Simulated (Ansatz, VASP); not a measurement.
**One calculation of Tl, two programs**

INCAR

```
SYSTEM = Tl
  PREC = Accurate
  ENCUT = 520
  EDIFF = 1E-7
  ISMEAR = 0
  SIGMA = 0.15
  LREAL = .FALSE.
  LASPH = .TRUE.
  NELM = 100
  ALGO = Fast
  ISIF = 2
  LWAVE = .FALSE.
  LCHARG = .FALSE.
  GGA = PS
  NBANDS = 20
```

KPOINTS

```
Automatic mesh
0
G
  18 18 10
  0 0 0
```

File POSCAR:

```
Tl
1.0
    3.1795184880      0.0000000000      0.0000000000
   -1.5897592440      2.7535437824      0.0000000000
    0.0000000000      0.0000000000      5.5250000000
Tl
2
Direct
    0.3333333333      0.6666666667      0.2500000000
    0.6666666667      0.3333333333      0.7500000000
```

Input for Ansatz:

```yaml
crystal:
  lattice:
    - [3.179518488, 0.0, 0.0]
    - [-1.589759244, 2.7535437824, 0.0]
    - [0.0, 0.0, 5.525]
  atoms:
    - { symbol: Tl, position: [0.3333333333, 0.6666666667, 0.25] }
    - { symbol: Tl, position: [0.6666666667, 0.3333333333, 0.75] }
basis:
  ecutwfc: 420
kpoints:
  mp_grid: { grid: [18, 18, 10] }
hamiltonian:
  xc: pbesol
scf:
  occupations: { method: gaussian, width: 0.15 }
output:
  forces: true
  stress: true
  eigenvalues: true
```

Change from the starting cell: strain -0.080 along x and y, +0.000 along z, atoms carried along.

Alike in both runs: task single point; functional PBEsol; k mesh 18 × 18 × 10; occupations gaussian, width 0.15 eV; no spin polarisation.

|  | VASP | Ansatz |
| --- | --- | --- |
| version | VASP 6.6.1 | Ansatz 0.2.0 |
| potentials or method | VASP PAW PBE potentials, release 64 (Tl_d), cutoff 520 eV | scalar-relativistic, plane waves, PAW |
| valence electrons in the cell | 26 | 26 |

Ansatz gave:

- gap on the k mesh at the Fermi level (eV): none
- pressure (GPa): 9.7
- traceless stress, the component that is largest in VASP (GPa): -2.40

Problem. What did VASP give for the same quantities?

Solution. gap on the k mesh at the Fermi level (eV): none; pressure (GPa): 9.6; traceless stress, the component that is largest in VASP (GPa): -2.40.

VASP's potentials were made for PBE, not for PBEsol. A gap of «none» marks a metal or a gap that the smearing closes.

Neither program's run includes spin-orbit coupling.
